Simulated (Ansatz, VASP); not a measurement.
## One calculation of Pd, two programs

```xyz
1
Lattice="-1.5418 1.5418 1.5418 1.5418 -1.5418 1.5418 1.5418 1.5418 -1.5418" Properties=species:S:1:pos:R:3 pbc="T T T"
Pd    0.0000    0.0000    0.0000
```

Alike in both runs: task single point; functional PBEsol; k mesh 18 × 18 × 18; occupations gaussian, width 0.1 eV; no spin polarisation.

```csv
,VASP,Ansatz
version,VASP 6.6.1,Ansatz 0.2.0
potentials or method,"VASP PAW PBE potentials, release 64 (Pd), cutoff 500 eV","scalar-relativistic, plane waves, PAW"
valence electrons in the cell,10,18
```

Ansatz gave:

| Item | Value |
| --- | --- |
| gap on the k mesh at the Fermi level (eV) | none |
| pressure (GPa) | -0.1 |

Question: What did VASP give for the same quantities?

Answer: gap on the k mesh at the Fermi level (eV): none; pressure (GPa): -0.3.

VASP's potentials were made for PBE, not for PBEsol, and Ansatz warns of the same on its side. A gap of «none» marks a metal or a gap that the smearing closes. With one functional, cell and mesh, what is left measures potentials, basis and numerics. VASP's potentials hold 10 valence electrons a cell and Ansatz's 18, so a difference there can come from the potentials and not from the codes.
